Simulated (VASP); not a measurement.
The system is BaO.

```xyz
2
Lattice="0.0000 2.7719 2.7719 2.7719 0.0000 2.7719 2.7719 2.7719 0.0000" Properties=species:S:1:pos:R:3 pbc="T T T"
Ba    0.0000    0.0000    0.0000
O     2.7719    2.7719    2.7719
```

Base run:

| Item | Value |
| --- | --- |
| Program | VASP 6.6.1 |
| Functional | PBE |
| Potentials or basis | VASP PAW PBE potentials, release 64 (Ba_sv, O) |
| Cutoff | 600 eV |
| k mesh | 5 × 5 × 5 |
| Occupations | gaussian, width 0.01 eV |
| Spin | no spin polarisation |

Its results: band gap on the k mesh 2.25 eV, indirect (least direct gap 2.35 eV); pressure 2.8 GPa.

Question: The run is repeated on the same cell with these changes: k mesh from 5 × 5 × 5 to 6 × 6 × 6; occupations from gaussian, width 0.01 eV to gaussian, width 0.5 eV. What comes out?

Answer: Band gap on the k mesh 1.98 eV, direct; pressure 2.8 GPa.

Caveats: spin-orbit coupling is left out, which moves the levels of the heavy elements.

A k mesh can miss the band edges.
